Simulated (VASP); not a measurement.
# TiB4 (Pmmm) in VASP: a series of runs, part 3 of 3

VASP 6.6.1.

## Step 6: Relaxation of cell and atoms, PBE

This run uses another cell than the first one, of 10.20 Å³/atom, 1.031 times its volume.

File INCAR:

```
SYSTEM = TiB4
PREC = Accurate
ENCUT = 600
EDIFF = 1E-6
ISMEAR = 0
SIGMA = 0.1
LREAL = .False.
LASPH = .True.
NELM = 100
ALGO = Normal
ISIF = 3
LWAVE = .False.
LCHARG = .False.
GGA = PE
IBRION = 2
NSW = 90
EDIFFG = -0.04
```

File KPOINTS:

```
regular mesh
0
Gamma
  6 4 4
  0 0 0
```

File POSCAR:

```
TiB4
1.0
    2.7145462100      0.0000000000      0.0000000000
    0.0000000000      3.9976724600      0.0000000000
    0.0000000000      0.0000000000      4.7017320000
Ti B
1 4
Direct
    0.0000000000      0.5000000000      0.0000000000
    0.5000000000      0.0000000000      0.8333333300
    0.0000000000      0.0000000000      0.3333333300
    0.0000000000      0.0000000000      0.6666666700
    0.5000000000      0.0000000000      0.1666666700
```

Potentials or basis: VASP PAW PBE potentials, release 64 (Ti_sv, B).

On the command line:

```sh
$ cat potpaw_PBE.64/Ti_sv/POTCAR potpaw_PBE.64/B/POTCAR > POTCAR
$ mpirun -np 1 vasp_std > vasp.out
```

OUTCAR:

```text
SYSTEM = TiB4
   PREC = Accurate
   ENCUT = 600
   EDIFF = 1E-6
   ISMEAR = 0
   LREAL = .False.
   LASPH = .True.
   NELM = 100
   ISIF = 3
   GGA = PE
   IBRION = 2
   NSW = 90
   EDIFFG = -0.04

 ion  position               nearest neighbor table
   1  0.000  0.500  0.000-   3 2.54   4 2.54   3 2.54   4 2.54   2 2.54   2 2.54   5 2.54   5 2.54
                             2 2.54   5 2.54   2 2.54   5 2.54
   2  0.500  0.000  0.833-   4 1.57   4 1.57   5 1.57   1 2.54   1 2.54   1 2.54   1 2.54
   3  0.000  0.000  0.333-   5 1.57   5 1.57   4 1.57   1 2.54   1 2.54
   4  0.000  0.000  0.667-   2 1.57   2 1.57   3 1.57   1 2.54   1 2.54
   5  0.500  0.000  0.167-   3 1.57   3 1.57   2 1.57   1 2.54   1 2.54   1 2.54   1 2.54

  LATTYP: Found a simple orthorhombic cell.
 ALAT       =     2.7145462100
 B/A-ratio  =     1.4726853591
 C/A-ratio  =     1.7320508241

  Lattice vectors:

 A1 = (   2.7145462100,   0.0000000000,   0.0000000000)
 A2 = (   0.0000000000,   3.9976724600,   0.0000000000)
 A3 = (   0.0000000000,   0.0000000000,   4.7017320000)

Analysis of symmetry for initial positions (statically):
=====================================================================
 Subroutine PRICEL returns:
 Original cell was already a primitive cell.

 Routine SETGRP: Setting up the symmetry group for a
 simple orthorhombic supercell.

 Subroutine GETGRP returns: Found  8 space group operations
 (whereof  8 operations were pure point group operations)
 out of a pool of  8 trial point group operations.

The static configuration has the point symmetry D_2h.

Analysis of symmetry for dynamics (positions and initial velocities):
=====================================================================
 Subroutine PRICEL returns:
 Original cell was already a primitive cell.

 Routine SETGRP: Setting up the symmetry group for a
 simple orthorhombic supercell.

 Subroutine GETGRP returns: Found  8 space group operations
 (whereof  8 operations were pure point group operations)
 out of a pool of  8 trial point group operations.

The dynamic configuration has the point symmetry D_2h.

 Subroutine INISYM returns: Found  8 space group operations
 (whereof  8 operations are pure point group operations),
 and found     1 'primitive' translations

----------------------------------------------------------------------------------------

                                     Primitive cell

  volume of cell :      51.0226

  direct lattice vectors                    reciprocal lattice vectors
     2.714546210  0.000000000  0.000000000     0.368385698  0.000000000  0.000000000
     0.000000000  3.997672460  0.000000000     0.000000000  0.250145556  0.000000000
     0.000000000  0.000000000  4.701732000     0.000000000  0.000000000  0.212687580

  length of vectors
     2.714546210  3.997672460  4.701732000     0.368385698  0.250145556  0.212687580

  position of ions in fractional coordinates (direct lattice)
     0.000000000  0.500000000  0.000000000
     0.500000000  0.000000000  0.833333330
     0.000000000  0.000000000  0.333333330
     0.000000000  0.000000000  0.666666670
[... 70 lines left out ...]
   NGXF,Y,Z  is equivalent  to a cutoff of  29.40, 26.61, 28.29 a.u.
 SYSTEM =  TiB4
   PREC   = accura    normal or accurate (medium, high low for compatibility)
   ISTART =      0    job   : 0-new  1-cont  2-samecut
   ICHARG =      2    charge: 1-file 2-atom 10-const
   ISPIN  =      1    spin polarized calculation?
   LNONCOLLINEAR =      F non collinear calculations
   LSORBIT =      F    spin-orbit coupling
   LASPH  =      T    aspherical Exc in radial PAW
   ENCUT  =  600.0 eV  44.10 Ry    6.64 a.u.   5.42  7.98  9.39*2*pi/ulx,y,z
   NELM   =    100;   NELMIN=  2; NELMDL= -5     # of ELM steps
   EDIFF  = 0.1E-05   stopping-criterion for ELM
   LREAL  =      F    real-space projection
   EDIFFG = -.4E-01   stopping-criterion for IOM
   NSW    =     90    number of steps for IOM
   IBRION =      2    ionic relax: 0-MD 1-quasi-New 2-CG
   NFREE  =      1    steps in history (QN), initial steepest desc. (CG)
   ISIF   =      3    stress and relaxation
   ISYM   =      2    0-nonsym 1-usesym 2-fastsym
   POTIM  = 0.5000    time-step for ionic-motion
   TEBEG  =    0.0;   TEEND  =   0.0 temperature during run
   PSTRESS=    0.0 pullay stress
   NELECT =      24.0000    total number of electrons
   NUPDOWN=      -1.0000    fix difference up-down
   EMIN   =  10.00;   EMAX   =-10.00  energy-range for DOS
   EFERMI =   0.00;   METHOD = LEGACY
   ISMEAR =     0;   SIGMA  =   0.10  broadening in eV -4-tet -1-fermi 0-gaus
   EFERMI_NEDOS =   21; number of points for ismear=-14 and -15
   IALGO  =     38    algorithm
   IMIX   =      4    mixing-type and parameters
     AMIX     =   0.40;   BMIX     =  1.00
     AMIX_MAG =   1.60;   BMIX_MAG =  1.00
  volume/ion in A,a.u.               =      10.20        68.86
  Fermi-wavevector in a.u.,A,eV,Ry     =   1.273184  2.405969 22.055007  1.620997
  Thomas-Fermi vector in A             =   2.406021
   LORBIT       =      0    0 simple, 1 ext, 2 COOP (PROOUT), +10 PAW based schemes
   GGA     = PE    functional components
   LHFCALC =     F    Hartree Fock is set to
   AEXX    =    0.0000 exact exchange contribution
   IVDW    =     0    specifies the selected vdW correction
   LEPSILON=     F    determine dielectric tensor
   LRPA    =     F    only Hartree local field effects (RPA)
 conjugate gradient relaxation of ions
 non-spin polarized calculation
 Gauss-broadening in eV      SIGMA  =   0.10
  energy-cutoff  :      600.00
  volume of cell :       51.02
 maximum number of plane-waves:      1720
 NGX is ok and might be reduce to    24
   NGX = 11   NGY = 15   NGZ = 19

--------------------------------------- Ionic step        1  -------------------------------------------

 number of electron      23.9999998 magnetization

 Free energy of the ion-electron system (eV)
  ---------------------------------------------------
  ext. energy  EPLUGINS =         0.00000000
  ---------------------------------------------------
  free energy    TOTEN  =       -32.67719019 eV

  energy without entropy =      -32.66836514  energy(sigma->0) =      -32.67277766

------------------------ aborting loop because EDIFF is reached ----------------------------------------

  FORCE on cell =-STRESS in cart. coord.  units (eV):
  Direction    XX          YY          ZZ          XY          YZ          ZX
  --------------------------------------------------------------------------------------
  -------------------------------------------------------------------------------------
  Total       16.1570857    -10.2383521     13.1202482      0.0000000      0.0000000      0.0000000
  in kB      507.3542391   -321.4980371    411.9934547      0.0000000      0.0000000      0.0000000
  external PRESSURE =     199.2832189 kB  Pullay stress =       0.0000000 kB
[... 98 lines left out ...]
  FREE ENERGIE OF THE ION-ELECTRON SYSTEM (eV)
  ---------------------------------------------------
  free  energy   TOTEN  =       -34.4224894510 eV

  energy  without entropy=      -34.4100144737  energy(sigma->0) =      -34.41625196

[... ionic steps 4 to 7 ...]

--------------------------------------- Ionic step        8  -------------------------------------------

 number of electron      24.0000002 magnetization

------------------------ aborting loop because EDIFF is reached ----------------------------------------
[... 73 lines left out ...]
--------------------------------------- Ionic step       10  -------------------------------------------

 number of electron      24.0000002 magnetization

 Free energy of the ion-electron system (eV)
  ---------------------------------------------------
  ext. energy  EPLUGINS =         0.00000000
  ---------------------------------------------------
  free energy    TOTEN  =       -35.06517255 eV

  energy without entropy =      -35.05334402  energy(sigma->0) =      -35.05925829

 E-fermi :   5.1140     XC(G=0): -11.1561

 val. band max:        5.1106070848   @ k =   0.1667   0.2500   0.0000
 cond. band min:       5.1655905582   @ k =   0.1667   0.5000   0.2500
 fundamental gap:      0.0549834734
 Fermi energy:         5.1139603775

 k-point     1 :       0.0000    0.0000    0.0000
  band No.  band energies     occupation
      1     -51.3860      2.00000
      2     -27.7092      2.00000
      3     -27.6674      2.00000
      4     -27.4168      2.00000
      5      -6.6104      2.00000
      6      -2.1958      2.00000
[... 433 lines left out ...]
      3     -27.6667      2.00000
      4     -27.6156      2.00000
      5      -3.2630      2.00000
      6      -2.0701      2.00000
[... 8 lines left out ...]
     15       8.1095      0.00000
     16       9.7951      0.00000

 [... further k-points ...]
[... 5 lines left out ...]
  --------------------------------------------------------------------------------------
  -------------------------------------------------------------------------------------
  Total       -0.0205799     -0.1062499      0.0403523     -0.0000000      0.0000000      0.0000000
  in kB       -0.6650805     -3.4336852      1.3040665     -0.0000000      0.0000000      0.0000000
  external PRESSURE =      -0.9315664 kB  Pullay stress =       0.0000000 kB
[... 20 lines left out ...]
  FREE ENERGIE OF THE ION-ELECTRON SYSTEM (eV)
  ---------------------------------------------------
  free  energy   TOTEN  =       -35.0651725508 eV

  energy  without entropy=      -35.0533440240  energy(sigma->0) =      -35.05925829

 reached required accuracy - stopping structural energy minimisation
```

It took 3.7 min on 1 thread of Intel Xeon Platinum 8375C at 2.90GHz (Ice Lake), shared host; peak memory 0.2 GiB.

Results:

- Free energy: -35.0652 eV
- Relaxed volume: 9.92 Å³/atom
- Relaxed cell: a = 3.017 Å, b = 3.244 Å, c = 5.066 Å, α = 90.00°, β = 90.00°, γ = 90.00°
- Space group after relaxing (to 0.05 Å): Pmmm (No. 47)
- Energy gained by relaxing: 477.6 meV/atom
- Ionic steps: 10
- Pressure after relaxing: -0.1 GPa
- Largest force after relaxing: 0.030 eV/Å
- Band gap on the k mesh: zero (band 12 reaches 6.24 eV, above the bottom of band 13 at 3.76 eV)

Forces on the atoms (eV/Å):
```
Ti   0.000  0.000  0.000
B    0.000  0.000  0.030
B    0.000  0.000 -0.002
B    0.000  0.000  0.002
B    0.000  0.000 -0.030
```

Step by step:
```tsv
step	energy change (eV)	largest force (eV/Å)	pressure (GPa)	volume (Å³)
1	0.0000	0.5421	19.93	51.02
2	-1.5949	0.0210	-21.40	59.88
3	-1.7453	0.0857	-13.97	57.60
4	-2.3362	0.3248	-4.83	51.58
5	-2.3717	0.5270	-1.64	50.20
6	-2.3731	0.5779	-0.70	49.84
7	-2.3850	0.2647	0.59	49.39
8	-2.3876	0.0157	0.18	49.52
9	-2.3876	0.0079	0.19	49.52
10	-2.3880	0.0305	-0.09	49.58
```

Final structure:
```yaml
crystal:
  lattice:
    - [3.01697, 0.00000, 0.00000]
    - [0.00000, 3.24366, 0.00000]
    - [0.00000, 0.00000, 5.06610]
  atoms:
    - { symbol: Ti, position: [0.00000, 0.50000, 0.00000] }
    - { symbol: B, position: [0.50000, 0.00000, 0.82540] }
    - { symbol: B, position: [0.00000, 0.00000, 0.33661] }
    - { symbol: B, position: [0.00000, 0.00000, 0.66339] }
    - { symbol: B, position: [0.50000, 0.00000, 0.17460] }
```

Caveat: the k points lie up to 0.48 Å⁻¹ apart in the final cell.

## Step 7: Relaxation of cell and atoms, PBE

File INCAR:

```
SYSTEM = TiB4
  ALGO = Normal
  EDIFF = 1E-6
  EDIFFG = -0.04
  ENCUT = 600
  GGA = PE
  IBRION = 2
  ISIF = 3
  ISMEAR = 0
  LASPH = .TRUE.
  LCHARG = .FALSE.
  LREAL = .FALSE.
  LWAVE = .FALSE.
  NELM = 80
  NSW = 90
  PREC = Accurate
  SIGMA = 0.1
```

File KPOINTS:

```
k-points
0
G
  6 6 4
  0 0 0
```

File POSCAR:

```
TiB4
1.0
    3.0158757058      0.0000000000      0.0000000000
    0.0000000000      3.2351225828      0.0000000000
    0.0000000000      0.0000000000      5.0733740592
Ti B
1 4
Direct
    0.0000000000      0.5000000000      0.0000000000
    0.5000000000      0.0000000000      0.8260471711
    0.0000000000      0.0000000000      0.3369555177
    0.0000000000      0.0000000000      0.6630444823
    0.5000000000      0.0000000000      0.1739528289
```

On the command line:

```sh
$ cat potpaw_PBE.64/Ti_sv/POTCAR potpaw_PBE.64/B/POTCAR > POTCAR
$ mpirun -np 1 vasp_std > vasp.out
```

Wall time 1.7 min (1 thread of Intel Xeon Platinum 8375C at 2.90GHz (Ice Lake), shared host); peak memory 0.2 GiB.

Results (log left out):

- Free energy: -35.1162 eV
- Relaxed volume: 9.90 Å³/atom
- Relaxed cell: a = 3.010 Å, b = 3.222 Å, c = 5.102 Å, α = 90.00°, β = 90.00°, γ = 90.00°
- Space group after relaxing (to 0.05 Å): Pmmm (No. 47)
- Energy gained by relaxing: 0.8 meV/atom
- Ionic steps: 4
- Pressure after relaxing: -0.1 GPa
- Largest force after relaxing: 0.017 eV/Å
- Band gap on the k mesh: zero (band 12 reaches 6.28 eV, above the bottom of band 13 at 3.75 eV)

Forces in eV/Å, atoms in the order of the input:
```
Ti   0.000  0.000  0.000
B    0.000  0.000  0.017
B    0.000  0.000  0.016
B    0.000  0.000 -0.016
B    0.000  0.000 -0.017
```

Stress tensor (GPa, compression positive):
```
 0.11  0.00  0.00
 0.00 -0.58  0.00
 0.00  0.00  0.03
```

The path:
| step | energy change (eV) | largest force (eV/Å) | pressure (GPa) | volume (Å³) |
| --- | --- | --- | --- | --- |
| 1 | 0.0000 | 0.1453 | 0.04 | 49.50 |
| 2 | -0.0021 | 0.1816 | -0.07 | 49.51 |
| 3 | -0.0031 | 0.0685 | -0.06 | 49.51 |
| 4 | -0.0038 | 0.0166 | -0.15 | 49.49 |

Final structure:
```cif
data_structure
_symmetry_space_group_name_H-M 'P 1'
_symmetry_Int_Tables_number 1
_cell_length_a 3.0099
_cell_length_b 3.2222
_cell_length_c 5.1024
_cell_angle_alpha 90.000
_cell_angle_beta 90.000
_cell_angle_gamma 90.000
_cell_volume 49.49
loop_
_atom_site_label
_atom_site_type_symbol
_atom_site_fract_x
_atom_site_fract_y
_atom_site_fract_z
_atom_site_occupancy
Ti1 Ti 0.00000 0.50000 0.00000 1
B1 B 0.50000 0.00000 0.82534 1
B2 B 0.00000 0.00000 0.33655 1
B3 B 0.00000 0.00000 0.66345 1
B4 B 0.50000 0.00000 0.17466 1
```

Levels at points of the mesh, in eV from the Fermi level:
| k point | band 8 | band 9 | band 10 | band 11 | band 12 | band 13 | band 14 | band 15 | band 16 |
| --- | --- | --- | --- | --- | --- | --- | --- | --- | --- |
| (0.00, 0.00, 0.00) | -1.69 | -1.41 | -0.88 | -0.58 | -0.39 | 0.66 | 2.21 | 3.57 | 4.26 |
| (0.50, 0.00, 0.00) | -5.02 | -4.04 | -3.36 | -1.68 | 0.50 | 1.49 | 2.43 | 2.72 | 3.72 |
| (0.00, 0.50, 0.00) | -5.45 | -2.72 | -1.35 | -1.09 | 1.12 | 1.57 | 2.30 | 2.63 | 2.99 |
| (0.50, 0.50, 0.00) | -3.55 | -3.31 | -2.72 | -2.02 | -1.80 | -1.34 | 2.81 | 2.99 | 4.02 |
| (0.00, 0.00, 0.50) | -2.15 | -1.58 | -1.31 | -0.90 | -0.79 | 0.37 | 2.21 | 3.39 | 3.51 |
| (0.50, 0.00, 0.50) | -6.77 | -1.64 | -1.45 | -1.01 | -0.08 | 0.39 | 1.25 | 3.62 | 5.25 |
| (0.00, 0.50, 0.50) | -3.46 | -2.83 | -2.30 | -1.62 | -0.25 | -0.17 | 2.27 | 2.63 | 4.05 |
| (0.50, 0.50, 0.50) | -5.51 | -2.29 | -1.65 | -1.51 | -0.88 | -0.75 | 0.00 | 3.04 | 4.95 |

## Step 8: Overview

| task | cell | k mesh | cutoff (eV) | smearing | gap on the mesh (eV) | pressure (GPa) | relaxed volume (Å³/atom) | largest force (eV/Å) |
| --- | --- | --- | --- | --- | --- | --- | --- | --- |
| single point | a = 3.016, b = 3.235, c = 5.073 Å, 5 atoms | 6 × 4 × 4 | 520 | gaussian 0.1 eV | none | 0.1 | - | 0.01 |
| single point | a = 2.715, b = 3.998, c = 4.702 Å, 5 atoms | 6 × 4 × 4 | 520 | gaussian 0.1 eV | none | 19.9 | - | 0.54 |
| single point | a = 3.009, b = 3.212, c = 5.111 Å, 5 atoms | 6 × 6 × 4 | 520 | gaussian 0.1 eV | none | 0.1 | - | 0.02 |
| single point | a = 3.016, b = 3.200, c = 10.212 Å, 10 atoms | 8 × 6 × 2 | 520 | gaussian 0.2 eV | none | 0.1 | - | 0.03 |
| relaxation of cell and atoms | relaxed from a = 2.715, b = 3.998, c = 4.702 Å, 5 atoms | 6 × 4 × 4 | 600 | gaussian 0.1 eV | none | -0.1 | 9.92 | 0.03 |
| relaxation of cell and atoms | relaxed from a = 3.016, b = 3.235, c = 5.073 Å, 5 atoms | 6 × 6 × 4 | 600 | gaussian 0.1 eV | none | -0.1 | 9.90 | 0.02 |

Alike in all rows: level PBE; potentials or basis VASP PAW PBE potentials, release 64 (Ti_sv, B); no spin polarisation.

Caveats: some runs use coarse meshes.

Absolute energies hang on the potentials; compare differences alone.
